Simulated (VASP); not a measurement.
# Zn (Fm-3m) in VASP: a series of runs

The runs below take Zn through single point, with LDA, r2SCAN.

Everything below comes from runs of VASP 6.6.1. Logs are shortened: lines on timing, memory, paths and dates and some standing lists are left out, and cuts for length are marked.

**1. The cell of the first run**

The structure is cubic, space group Fm-3m (No. 225). Conventional cell: a = 4.007 Å, b = 4.007 Å, c = 4.007 Å, α = 90.00°, β = 90.00°, γ = 90.00°. Within 3.7 Å of Zn (site symmetry m-3m) lie 12 Zn at 2.83 Å.

This isn't the form of Zn at room conditions, which is hcp.

**2. Single point, LDA**

Input file INCAR:

```
ALGO     = Normal         # electronic algorithm
EDIFF    = 1E-6           # SCF threshold, eV
ENCUT    = 520            # plane-wave cutoff, eV
ISIF     = 2              # what is computed and relaxed
ISMEAR   = -1             # smearing method
LASPH    = True           # aspherical terms in the spheres
LCHARG   = True           # write CHGCAR
LELF     = True           # ELF
LREAL    = False          # projectors in reciprocal space
LVHAR    = True         
LWAVE    = False          # write WAVECAR
NBANDS   = 12             # bands
NELM     = 60             # most SCF steps
PREC     = Accurate       # precision mode
SIGMA    = 0.05           # smearing width, eV
```

Input file KPOINTS:

```
k-points
0
Gamma
  12 12 12
```

Input file POSCAR:

```
Zn
1.0
    0.0000000000      2.0033108028      2.0033108028
    2.0033108028      0.0000000000      2.0033108028
    2.0033108028      2.0033108028      0.0000000000
Zn
1
Direct
    0.0000000000      0.0000000000      0.0000000000
```

Potentials or basis: VASP PAW LDA potentials, release 64 (Zn).

The run is started by

```bash
cat potpaw_LDA.64/Zn/POTCAR > POTCAR
mpirun -np 1 vasp_std > vasp.out
```

OUTCAR:

```text
EDIFF = 1E-6
   ENCUT = 520
   ISIF = 2
   ISMEAR = -1
   LASPH = True
   LREAL = False
   NELM = 60
   PREC = Accurate

 ion  position               nearest neighbor table
   1  0.000  0.000  0.000-

  LATTYP: Found a face centered cubic cell.
 ALAT       =     4.0066216056

  Lattice vectors:

 A1 = (   0.0000000000,   2.0033108028,   2.0033108028)
 A2 = (   2.0033108028,   0.0000000000,   2.0033108028)
 A3 = (   2.0033108028,   2.0033108028,   0.0000000000)

Analysis of symmetry for initial positions (statically):
=====================================================================
 Subroutine PRICEL returns:
 Original cell was already a primitive cell.

 Routine SETGRP: Setting up the symmetry group for a
 face centered cubic supercell.

 Subroutine GETGRP returns: Found 48 space group operations
 (whereof 48 operations were pure point group operations)
 out of a pool of 48 trial point group operations.

The static configuration has the point symmetry O_h .

Analysis of symmetry for dynamics (positions and initial velocities):
=====================================================================
 Subroutine PRICEL returns:
 Original cell was already a primitive cell.

 Routine SETGRP: Setting up the symmetry group for a
 face centered cubic supercell.

 Subroutine GETGRP returns: Found 48 space group operations
 (whereof 48 operations were pure point group operations)
 out of a pool of 48 trial point group operations.

The dynamic configuration has the point symmetry O_h .

 Subroutine INISYM returns: Found 48 space group operations
 (whereof 48 operations are pure point group operations),
 and found     1 'primitive' translations

----------------------------------------------------------------------------------------

                                     Primitive cell

  volume of cell :      16.0796

  direct lattice vectors                    reciprocal lattice vectors
     0.000000000  2.003310803  2.003310803    -0.249586834  0.249586834  0.249586834
     2.003310803  0.000000000  2.003310803     0.249586834 -0.249586834  0.249586834
     2.003310803  2.003310803  0.000000000     0.249586834  0.249586834 -0.249586834

  length of vectors
     2.833109307  2.833109307  2.833109307     0.432297077  0.432297077  0.432297077

  position of ions in fractional coordinates (direct lattice)
     0.000000000  0.000000000  0.000000000

  ion indices of the primitive-cell ions
   primitive index   ion index
                 1           1

----------------------------------------------------------------------------------------

 KPOINTS: k-points

Automatic generation of k-mesh.
 Grid dimensions read from file:
 generate k-points for:   12   12   12

 Generating k-lattice:

  Cartesian coordinates                     Fractional coordinates (reciprocal lattice)
    -0.020798903  0.020798903  0.020798903     0.083333333  0.000000000  0.000000000
     0.020798903 -0.020798903  0.020798903     0.000000000  0.083333333  0.000000000
     0.020798903  0.020798903 -0.020798903     0.000000000  0.000000000  0.083333333

  Length of vectors
     0.036024756  0.036024756  0.036024756

  Shift w.r.t. Gamma in fractional coordinates (k-lattice)
     0.000000000  0.000000000  0.000000000

 Subroutine IBZKPT returns following result:
 ===========================================

 Found     72 irreducible k-points:

 Following reciprocal coordinates:
            Coordinates               Weight
  0.000000  0.000000  0.000000      1.000000
  0.083333  0.000000  0.000000      8.000000
  0.166667  0.000000  0.000000      8.000000
  0.250000  0.000000  0.000000      8.000000
  0.333333  0.000000  0.000000      8.000000
  0.416667  0.000000  0.000000      8.000000
[... 16 lines left out ...]
  0.500000  0.166667  0.000000     24.000000
 -0.416667  0.166667  0.000000     24.000000
 [... further k-points ...]
   k-points           NKPTS =     72   k-points in BZ     NKDIM =     72   number of bands    NBANDS=     12
   number of dos      NEDOS =    301   number of ions     NIONS =      1
   total plane-waves  NPLWV =  13824
   dimension x,y,z NGX =    24 NGY =   24 NGZ =   24
   dimension x,y,z NGXF=    48 NGYF=   48 NGZF=   48
   ions per type =               1
   NGX,Y,Z   is equivalent  to a cutoff of  14.08, 14.08, 14.08 a.u.
   NGXF,Y,Z  is equivalent  to a cutoff of  28.17, 28.17, 28.17 a.u.
 SYSTEM =  unknown system
   PREC   = accura    normal or accurate (medium, high low for compatibility)
   ISTART =      0    job   : 0-new  1-cont  2-samecut
   ICHARG =      2    charge: 1-file 2-atom 10-const
   ISPIN  =      1    spin polarized calculation?
   LNONCOLLINEAR =      F non collinear calculations
   LSORBIT =      F    spin-orbit coupling
   LASPH  =      T    aspherical Exc in radial PAW
   ENCUT  =  520.0 eV  38.22 Ry    6.18 a.u.   5.27  5.27  5.27*2*pi/ulx,y,z
   NELM   =     60;   NELMIN=  2; NELMDL= -5     # of ELM steps
   EDIFF  = 0.1E-05   stopping-criterion for ELM
   LREAL  =      F    real-space projection
   EDIFFG = 0.1E-04   stopping-criterion for IOM
   NSW    =      0    number of steps for IOM
   IBRION =     -1    ionic relax: 0-MD 1-quasi-New 2-CG
   NFREE  =      0    steps in history (QN), initial steepest desc. (CG)
   ISIF   =      2    stress and relaxation
   ISYM   =      2    0-nonsym 1-usesym 2-fastsym
   POTIM  = 0.5000    time-step for ionic-motion
   TEBEG  =    0.0;   TEEND  =   0.0 temperature during run
   PSTRESS=    0.0 pullay stress
   NELECT =      12.0000    total number of electrons
   NUPDOWN=      -1.0000    fix difference up-down
   EMIN   =  10.00;   EMAX   =-10.00  energy-range for DOS
   EFERMI =   0.00;   METHOD = LEGACY
   ISMEAR =    -1;   SIGMA  =   0.05  broadening in eV -4-tet -1-fermi 0-gaus
   EFERMI_NEDOS =   21; number of points for ismear=-14 and -15
   IALGO  =     38    algorithm
   IMIX   =      4    mixing-type and parameters
     AMIX     =   0.40;   BMIX     =  1.00
     AMIX_MAG =   1.60;   BMIX_MAG =  1.00
  volume/ion in A,a.u.               =      16.08       108.51
  Fermi-wavevector in a.u.,A,eV,Ry     =   1.484945  2.806138 30.001669  2.205060
  Thomas-Fermi vector in A             =   2.598418
   LORBIT       =      0    0 simple, 1 ext, 2 COOP (PROOUT), +10 PAW based schemes
   GGA     = CA    functional components
   LHFCALC =     F    Hartree Fock is set to
   AEXX    =    0.0000 exact exchange contribution
   IVDW    =     0    specifies the selected vdW correction
   LEPSILON=     F    determine dielectric tensor
   LRPA    =     F    only Hartree local field effects (RPA)
 non-spin polarized calculation
  energy-cutoff  :      520.00
  volume of cell :       16.08
 maximum number of plane-waves:       448
 NGX is ok and might be reduce to    24
   NGX = 11   NGY = 11   NGZ = 11

 number of electron      11.9999989 magnetization

 Free energy of the ion-electron system (eV)
  ---------------------------------------------------
  ext. energy  EPLUGINS =         0.00000000
  ---------------------------------------------------
  free energy    TOTEN  =        -1.74295173 eV

  energy without entropy =       -1.73892324  energy(sigma->0) =       -1.74093748

 E-fermi :   2.3703     XC(G=0): -11.6046

 val. band max:        2.3575800790   @ k =  -0.4167   0.4167   0.0000
 cond. band min:       2.4714719633   @ k =  -0.4167   0.2500   0.0833
 fundamental gap:      0.1138918843
 Fermi energy:         2.3703334208

 k-point     1 :       0.0000    0.0000    0.0000
  band No.  band energies     occupation
      1      -7.4607      2.00000
      2      -5.1100      2.00000
      3      -5.1100      2.00000
      4      -5.1100      2.00000
      5      -4.7684      2.00000
      6      -4.7684      2.00000
      7      19.7501      0.00000
      8      19.7501      0.00000
      9      19.7501      0.00000
     10      21.0480      0.00000
     11      22.7933      0.00000
     12      22.7933      0.00000

 k-point     2 :       0.0833    0.0000    0.0000
  band No.  band energies     occupation
      1      -7.2604      2.00000
      2      -5.1236      2.00000
      3      -5.0891      2.00000
      4      -5.0891      2.00000
      5      -4.7738      2.00000
      6      -4.7738      2.00000
      7      16.9862      0.00000
      8      19.2186      0.00000
      9      19.2186      0.00000
     10      20.6417      0.00000
     11      23.6513      0.00000
     12      23.6513      0.00000

 k-point     3 :       0.1667    0.0000    0.0000
  band No.  band energies     occupation
      1      -6.6882      2.00000
      2      -5.1290      2.00000
      3      -5.0473      2.00000
      4      -5.0473      2.00000
      5      -4.7719      2.00000
      6      -4.7719      2.00000
      7      13.1085      0.00000
      8      18.3599      0.00000
      9      18.3599      0.00000
     10      20.4347      0.00000
     11      25.1131      0.00000
     12      25.1131      0.00000
[... 286 lines left out ...]
 k-point    23 :       0.5000    0.1667    0.0000
  band No.  band energies     occupation
      1      -5.5546      2.00000
      2      -5.1783      2.00000
      3      -4.9682      2.00000
      4      -4.8297      2.00000
      5      -4.5030      2.00000
      6      -0.4659      2.00000
      7       2.8314      0.00020
      8      12.2490      0.00000
      9      14.1432      0.00000
     10      16.8780      0.00000
     11      24.8498      0.00000
     12      25.6761      0.00000

 k-point    24 :      -0.4167    0.1667    0.0000
  band No.  band energies     occupation
      1      -5.5405      2.00000
      2      -5.1820      2.00000
      3      -4.9830      2.00000
      4      -4.7787      2.00000
      5      -4.5510      2.00000
      6       0.2640      2.00000
      7       1.9845      1.99911
      8      11.4020      0.00000
      9      14.8994      0.00000
     10      17.4169      0.00000
     11      24.0558      0.00000
     12      25.1551      0.00000

 [... further k-points ...]
[... 5 lines left out ...]
  --------------------------------------------------------------------------------------
  -------------------------------------------------------------------------------------
  Total       -1.0535323     -1.0535323     -1.0535323     -0.0000000     -0.0000000      0.0000000
  in kB     -104.9744104   -104.9744104   -104.9744104     -0.0000000     -0.0000000      0.0000000
  external PRESSURE =    -104.9744104 kB  Pullay stress =       0.0000000 kB

 VOLUME and BASIS-vectors are now :
 -----------------------------------------------------------------------------
  energy-cutoff  :      520.00
  volume of cell :       16.08
      direct lattice vectors                 reciprocal lattice vectors
     0.000000000  2.003310803  2.003310803    -0.249586834  0.249586834  0.249586834
     2.003310803  0.000000000  2.003310803     0.249586834 -0.249586834  0.249586834
     2.003310803  2.003310803  0.000000000     0.249586834  0.249586834 -0.249586834

 POSITION                                       TOTAL-FORCE (eV/Angst)
 -----------------------------------------------------------------------------------
      0.00000      0.00000      0.00000         0.000000      0.000000      0.000000
 -----------------------------------------------------------------------------------
    total drift:                               -0.000000      0.000000     -0.000000

  FREE ENERGIE OF THE ION-ELECTRON SYSTEM (eV)
  ---------------------------------------------------
  free  energy   TOTEN  =        -1.7429517281 eV

  energy  without entropy=       -1.7389232392  energy(sigma->0) =       -1.74093748
```

Wall time 6.7 s (1 thread of Intel Xeon Platinum 8488C (Sapphire Rapids), shared host); peak memory 0.13 GiB.

Results:

```
Free energy            : -1.7430 eV
Pressure               : -10.5 GPa
Band gap on the k mesh : zero (bands 6 and 7 overlap by 3.74 eV)
```

Caveat: the cell stands under tension.

(Continued in part 2 of 2.)
